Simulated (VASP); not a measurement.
**TiSn: single point with PBE**

The system is TiSn.

```
CELL_PARAMETERS angstrom
0.00000 2.59905 2.59905
2.59905 0.00000 2.59905
2.59905 2.59905 0.00000
ATOMIC_POSITIONS crystal
Ti 0.00000 0.00000 0.00000
Sn 0.50000 0.50000 0.50000
```

```
Program                : VASP 6.6.1
Task                   : single point
Functional             : PBE
Potentials or basis    : VASP PAW PBE potentials, release 64 (Ti_sv, Sn_d)
Cutoff                 : 520 eV
k mesh                 : 8 × 8 × 8
Occupations            : fermi-dirac, width 0.05 eV
Spin                   : no spin polarisation
Dipole correction      : no
Further INCAR settings : ALGO = Normal; EDIFF = 1e-06; NBANDS = 20
```

The pressure is 30.1 GPa. The band gap on the k mesh is zero (band 13 reaches 11.44 eV, above the bottom of band 14 at 10.80 eV).

Levels at points of the mesh, in eV from the Fermi level:
```
           k point  band 11  band 12  band 13  band 14  band 15  band 16
(0.00, 0.00, 0.00)     0.06     0.06     0.06     0.72     0.72     4.44
(0.50, 0.00, 0.00)    -5.52    -1.81    -1.81     1.25     1.25     1.98
(0.50, 0.50, 0.00)    -3.99    -1.44     0.43     0.43     1.28     1.73
```

Run time: 11 s on 1 thread of AMD EPYC 9R45 96-Core Processor (Zen 5), on a shared host, peak memory 0.14 GiB.

Caveat: spin-orbit coupling is left out, which moves the levels of the heavy elements.
